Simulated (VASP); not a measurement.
Runs of VASP 6.6.1 on Li2S. The structure is that of space group Fm-3m (No. 225), or close to it. The cells are those of the table. 

```csv
task,spin,cell,k mesh,smearing,gap on the mesh (eV),pressure (GPa),moment (μB),relaxed volume (Å³/atom)
relaxation of cell and atoms,collinear,"relaxed from a = 4.077 Å, angles 60.0°, 3 atoms",5 × 5 × 5,tetrahedron,4.16,0.0,0.00,15.28
relaxation of cell and atoms,off,"relaxed from a = 4.077 Å, angles 60.0°, 3 atoms",8 × 8 × 8,tetrahedron,3.85,0.0,-,15.28
relaxation of cell and atoms,off,"relaxed from a = 4.077 Å, angles 60.0°, 3 atoms",5 × 5 × 5,tetrahedron,4.16,-0.1,-,(a)
single point,collinear,"a = 4.023 Å, angles 60.0°, 3 atoms",5 × 5 × 5,tetrahedron,4.16,-0.2,0.00,-
single point,off,"a = 4.023 Å, angles 60.0°, 3 atoms",5 × 5 × 5,methfessel-paxton 0.005 eV,4.16,-0.2,-,-
```

Alike in all rows: level r2SCAN; potentials or basis VASP PAW PBE potentials, release 64 (Li_sv, S); cutoff (eV) 830.

Problem. Estimate the missing entries.

Solution. (a) 15.30.

Caveats: the PAW data sets were made with another functional, which shifts forces and pressure a little; an odd mesh through Γ misses points on the zone boundary, where band edges can lie (at least some runs).
